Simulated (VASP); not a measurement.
Wanted: the native input for a VASP 6.6.1 run.

| Property | Result |
| --- | --- |
| Task | single point |
| Functional | PBE |
| Potentials or basis | VASP PAW PBE potentials, release 64 (Eu, S) |
| Cutoff | 600 eV |
| k mesh | 8 × 8 × 8 |
| Occupations | gaussian, width 0.019 eV |
| Spin | collinear spin, ferromagnetic start |
| Starting moments | [7.0, 0.0] μB |
| Dipole correction | no |
| Further INCAR settings | ALGO = Normal; EDIFF = 1e-06; NBANDS = 22 |

The structure of EuS lies in POSCAR:

```
EuS
1.0
    0.0000000000      2.9785000000      2.9785000000
    2.9785000000      0.0000000000      2.9785000000
    2.9785000000      2.9785000000      0.0000000000
Eu S
1 1
Direct
    0.0000000000      0.0000000000      0.0000000000
    0.5000000000      0.5000000000      0.5000000000
```

These files were run (other wordings do the same):

INCAR

```
SYSTEM = EuS
ALGO = Normal
EDIFF = 1E-6
ENCUT = 600
GGA = PE
GGA_COMPAT = .FALSE.
ISIF = 2
ISMEAR = 0
ISPIN = 2
LASPH = .TRUE.
LCHARG = .FALSE.
LMAXMIX = 6
LORBIT = 11
LREAL = .FALSE.
LWAVE = .FALSE.
MAGMOM = 7 0
NBANDS = 22
NELM = 200
PREC = Accurate
SIGMA = 0.019000000000000003
```

KPOINTS

```
k-points
0
G
  8 8 8
  0 0 0
```

Potentials or basis: VASP PAW PBE potentials, release 64 (Eu, S).

The run is started by

```console
$ cat potpaw_PBE.64/Eu/POTCAR potpaw_PBE.64/S/POTCAR > POTCAR
$ mpirun -np 1 vasp_std > vasp.out
```

Results of the run:

| Property | Result |
| --- | --- |
| Pressure | -2.8 GPa |
| Band gap on the k mesh | zero (filled and empty bands overlap) |
| Net moment | 6.99 μB per cell |
| Site moments | Eu +6.59; S -0.07 μB |
| Valence electrons inside the program's atomic spheres | Eu 14.75; S 3.75 |

Caveat: spin-orbit coupling is left out, which moves the levels of the heavy elements; a cell with one magnetic atom can't hold antiferromagnetic order, which such compounds often take; semilocal functionals describe open f shells poorly, which spoils levels, moments and volumes.

Wall time 5 min on 1 thread of Oxide Virtual Turin-like Processor, with other jobs on the host, peak memory 0.26 GiB.
